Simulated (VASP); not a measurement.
A run of VASP 6.6.1:

File INCAR:

```
  PREC = Accurate
  ENCUT = 570
  EDIFF = 1E-6
  ISMEAR = -1
  SIGMA = 0.05
  LREAL = False
  LASPH = True
  NELM = 120
  ALGO = Normal
  ISIF = 2
  LWAVE = False
  LCHARG = True
  GGA = PE
  LELF = True
  LVHAR = True
  NBANDS = 25
  GGA_COMPAT = False
```

Contents of KPOINTS:

```
Automatic mesh
0
Gamma
  18 18 18
```

POSCAR

```
Pt
1.0
   -2.1896247486      2.1896247486      1.1743257626
    2.1896247486     -2.1896247486      1.1743257626
    2.1896247486      2.1896247486     -1.1743257626
Pt
2
Direct
   -0.3750000000     -0.1250000000     -0.2500000000
    0.3750000000      0.1250000000      0.2500000000
```

Potentials or basis: VASP PAW PBE potentials, release 64 (Pt_sv_GW).

Run with:

```bash
$ cat potpaw_PBE.64/Pt_sv_GW/POTCAR > POTCAR
$ mpirun -np 1 vasp_std > vasp.out
```

Hardware: 1 thread of Intel(R) Xeon(R) Platinum 8488C (Sapphire Rapids) (shared host).

Problem. How long does it take, and how much memory?

Solution. It took 2.8 min on 1 thread of Intel(R) Xeon(R) Platinum 8488C (Sapphire Rapids) (shared host), peak memory 0.38 GiB. Counts: scf iterations 11, k points 480.
